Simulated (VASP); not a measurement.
## Sb: single point with PBE

The system is Sb.

```xyz
1
Lattice="3.1600 0.0000 0.0000 0.0000 3.1600 0.0000 0.0000 0.0000 3.1600" Properties=species:S:1:pos:R:3 pbc="T T T"
Sb    0.0000    0.0000    0.0000
```

- Program: VASP 6.6.1
- Task: single point
- Functional: PBE
- Potentials or basis: VASP PAW PBE potentials, release 64 (Sb)
- Cutoff: 500 eV
- k mesh: 8 × 8 × 8
- Occupations: gaussian, width 0.015 eV
- Spin: no spin polarisation
- Dipole correction: no
- Further INCAR settings: ALGO = Normal; EDIFF = 1e-06; NBANDS = 8

- Pressure: -2.3 GPa

Levels at points of the mesh, in eV from the Fermi level:
```csv
k point,band 1,band 2,band 3,band 4,band 5,band 6,band 7,band 8
"(0.00, 0.00, 0.00)",-11.91,3.18,3.18,3.18,6.93,6.93,7.98,17.37
"(0.50, 0.00, 0.00)",-9.69,-5.14,5.01,5.01,8.90,10.50,11.16,11.33
"(0.50, 0.50, 0.00)",-7.36,-3.23,-3.23,2.45,6.84,12.45,13.15,13.15
"(0.50, 0.50, 0.50)",-4.79,-1.45,-1.45,-1.45,4.97,4.97,4.97,7.13
```

Wall time 12 s on 1 thread of Intel Xeon 8259CL, on a shared host, peak memory 0.13 GiB.

Caveat: spin-orbit coupling is left out, which moves the levels of the heavy elements.
